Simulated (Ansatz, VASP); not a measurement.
BeS: VASP beside Ansatz

```
CELL_PARAMETERS angstrom
0.00000 2.43431 2.43431
2.43431 0.00000 2.43431
2.43431 2.43431 0.00000
ATOMIC_POSITIONS crystal
Be 0.00000 0.00000 0.00000
S 0.25000 0.25000 0.25000
```

Alike in both runs: task single point; functional PBEsol; k mesh 6 × 6 × 6; occupations methfessel-paxton of order 1, width 0.05 eV; no spin polarisation.

```csv
,VASP,Ansatz
version,VASP 6.6.1,Ansatz 0.2.0
potentials or method,"VASP PAW PBE potentials, release 64 (Be, S)",plane waves
plane-wave cutoff (eV),600,420
valence electrons in the cell,8,8
```

VASP gave:

* gap on the k mesh at the Fermi level (eV): 2.95
* pressure (GPa): -1.6

Problem. Which values does Ansatz return?

Solution. gap on the k mesh at the Fermi level (eV): 2.95; pressure (GPa): -1.7.

VASP's potentials were made for PBE, not for PBEsol.
